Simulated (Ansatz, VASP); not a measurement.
## V: VASP beside Ansatz

```
V
1.0
    -1.45989    1.45989    1.45989
     1.45989   -1.45989    1.45989
     1.45989    1.45989   -1.45989
V
1
Direct
  0.00000 0.00000 0.00000
```

Alike in both runs: task single point; functional PBEsol; k mesh 24 × 24 × 24; occupations fermi-dirac, width 0.1 eV; no spin polarisation.

|  | VASP | Ansatz |
| --- | --- | --- |
| version | VASP 6.6.1 | Ansatz 0.2.0 |
| potentials or method | VASP PAW PBE potentials, release 64 (V_sv), cutoff 520 eV | plane waves (420 eV) with PAW, scalar-relativistic |
| valence electrons in the cell | 13 | 13 |

Ansatz gave:

* pressure (GPa): 8.7

Problem. Which values does VASP return?

Solution. Pressure (GPa): 9.0.

VASP's potentials were made for PBE, not for PBEsol, and Ansatz warns of the same on its side.
